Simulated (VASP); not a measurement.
A run of VASP 6.6.1 is set up as follows.

The input INCAR:

```
SYSTEM = Ge
ALGO = Normal
EDIFF = 1E-7
ENCUT = 520
GGA = PS
GGA_COMPAT = .False.
ISIF = 2
ISMEAR = -1
LASPH = .True.
LCHARG = .False.
LORBIT = 11
LORBMOM = .True.
LREAL = .False.
LSORBIT = .True.
LWAVE = .False.
MAGMOM = 0 0 0 0 0 0
NBANDS = 40
NELM = 150
PREC = Accurate
SIGMA = 0.05
```

File KPOINTS:

```
k-points
0
Gamma
  10 10 6
  0 0 0
```

File POSCAR:

```
Ge
1.0
    1.4880529250     -2.5946896100      0.0000000000
    1.4880529250      2.5946896100      0.0000000000
    0.0000000000      0.0000000000      4.7275957900
Ge
2
Direct
    0.3334466300      0.6665533700      0.2500000000
    0.6665533700      0.3334466300      0.7500000000
```

Potentials or basis: VASP PAW PBE potentials, release 64 (Ge_d).

The run is started by

```console
$ cat potpaw_PBE.64/Ge_d/POTCAR > POTCAR
$ mpirun -np 1 vasp_ncl > vasp.out
```

(1) Predict the net moment.

(2) Predict the pressure.

Results:

(1) 0.00 μB per cell.

(2) 0.5 GPa.

Caveat: the PAW data sets were made with another functional, which shifts forces and pressure a little.
